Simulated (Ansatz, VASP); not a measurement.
# Two plane-wave programs on Rh

INCAR

```
ALGO = Fast
EDIFF = 1E-6
ENCUT = 520
GGA = PE
ISIF = 2
ISMEAR = 0
LASPH = True
LCHARG = False
LREAL = False
LWAVE = False
NBANDS = 14
NELM = 60
PREC = Accurate
SIGMA = 0.15
```

Contents of KPOINTS:

```
k-points
0
Gamma
  20 20 20
```

The input POSCAR:

```
Rh
1.0
   -0.2872578633      1.9916545190      1.9150524221
    1.9916545190     -0.2872578633      1.9150524221
    1.7043966557      1.7043966557      0.0000000000
Rh
1
Direct
    0.0000000000      0.0000000000      0.0000000000
```

Input for Ansatz:

```yaml
crystal:
  lattice:
    - [-0.2872578633, 1.991654519, 1.9150524221]
    - [1.991654519, -0.2872578633, 1.9150524221]
    - [1.7043966557, 1.7043966557, 0.0]
  atoms:
    - { symbol: Rh, position: [0.0, 0.0, 0.0] }
basis:
  ecutwfc: 420
kpoints:
  mp_grid: { grid: [20, 20, 20] }
hamiltonian:
  xc: pbe
  pseudopotentials: { kind: paw, azcp: { folder: soft_1 } }
scf:
  occupations: { method: gaussian, width: 0.15 }
output:
  forces: true
  stress: true
  eigenvalues: true
  write_density: true
  write_potential: true
  elf: true
  volumetric_format: npy
```

Change from the starting cell: engineering shear strain xy -0.3000, equal normal strain along x and y +0.0400.

Alike in both runs: task single point; functional PBE; k mesh 20 × 20 × 20; occupations gaussian, width 0.15 eV; no spin polarisation.

|  | VASP | Ansatz |
| --- | --- | --- |
| version | VASP 6.6.1 | Ansatz 0.2.0 |
| potentials or method | VASP PAW PBE potentials, release 64 (Rh_pv), cutoff 520 eV | scalar-relativistic, plane waves, PAW |
| valence electrons in the cell | 15 | 17 |

```csv
,VASP,Ansatz,Ansatz less VASP
gap on the k mesh at the Fermi level (eV),none,none,-
pressure (GPa),4.3,4.2,-0.05
"traceless stress, the component that is largest in VASP (GPa)",34.40,34.22,-0.181
```

A gap of «none» marks a metal or a gap that the smearing closes. The functional is the same, so the differences come from potentials, cutoffs and numerics. VASP's potentials hold 15 valence electrons a cell and Ansatz's 17, so a difference there can come from the potentials and not from the codes.
